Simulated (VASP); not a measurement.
Cr:

```
Cr
1.0
     2.76723    0.00000    0.00000
    -1.38361    2.39649    0.00000
     0.00000    0.00000    4.49649
Cr
2
Direct
  0.66667 0.33333 0.75000
  0.33333 0.66667 0.25000
```

This cell differs from its parent crystal: volume scaled by 1.06.

Base run:

| Quantity | Value |
| --- | --- |
| Program | VASP 6.6.1 |
| Functional | PBEsol |
| Potentials or basis | VASP PAW PBE potentials, release 64 (Cr_pv) |
| Cutoff | 520 eV |
| k mesh | 11 × 11 × 6 |
| Occupations | fermi-dirac, width 0.05 eV |
| Spin | collinear spin, ferromagnetic start |
| Starting moments | [3.0, 3.0] μB |

Its results: pressure -34.4 GPa; net moment 2.48 μB per cell; site moments Cr +1.15 μB.

**Question.** The run is repeated on the same cell with these changes: functional from PBEsol to PBE. What comes out?

**Answer.** Pressure -28.0 GPa; net moment 2.61 μB per cell; site moments Cr +1.22 μB.

PBE binds less tightly than PBEsol, so the same cell stands under more pressure.

Caveats: the PAW data sets were made with another functional, which shifts forces and pressure a little (some runs).
